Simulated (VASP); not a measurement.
Wanted: the native input for a VASP 6.6.1 run.

* Task: single point
* Functional: PBEsol
* Potentials or basis: VASP PAW PBE potentials, release 64 (Al, N)
* Cutoff: 600 eV
* k mesh: 12 × 12 × 6
* Occupations: gaussian, width 0.05 eV
* Spin: no spin polarisation
* Dipole correction: no
* Further INCAR settings: ALGO = Normal; EDIFF = 1e-06; NBANDS = 16

The structure of AlN lies in POSCAR:

```
AlN
1.0
    3.1470891143     -0.0309153927      0.0120973488
   -1.6003180726      2.7174116214     -0.0119162351
    0.0193616182     -0.0108437228      4.9262733166
Al N
2 2
Direct
    0.3266702558      0.6742001535     -0.0066139691
    0.6321904768      0.3088986974      0.5293770803
    0.3959448125      0.6920125257      0.3764427837
    0.6451944549      0.3248886234      0.8707941052
```

This cell differs from its parent crystal: atoms moved at random and the cell strained at random.

The input as run:

INCAR

```
SYSTEM = AlN
  PREC = Accurate
  ENCUT = 600
  EDIFF = 1E-6
  ISMEAR = 0
  SIGMA = 0.05
  LREAL = .FALSE.
  LASPH = .TRUE.
  NELM = 120
  ALGO = Normal
  ISIF = 2
  LWAVE = .FALSE.
  LCHARG = .FALSE.
  GGA = PS
  NBANDS = 16
  GGA_COMPAT = .FALSE.
```

KPOINTS

```
Automatic mesh
0
G
  12 12 6
  0 0 0
```

Potentials or basis: VASP PAW PBE potentials, release 64 (Al, N).

The run is started by

```bash
$ cat potpaw_PBE.64/Al/POTCAR potpaw_PBE.64/N/POTCAR > POTCAR
$ mpirun -np 1 vasp_std > vasp.out
```

It gave:

```yaml
Pressure: 6.5 GPa
Largest_force: 5.987 eV/Å
Band_gap_on_the_k_mesh: 3.10 eV
```

Caveat: the cell differs from its parent crystal (atoms moved at random and the cell strained at random); the cell stands under pressure; the PAW data sets were made with another functional, which shifts forces and pressure a little.

Run time: 2.5 min on 1 thread of Intel(R) Xeon(R) 6975P-C (Granite Rapids) (shared host), peak memory 0.4 GiB.
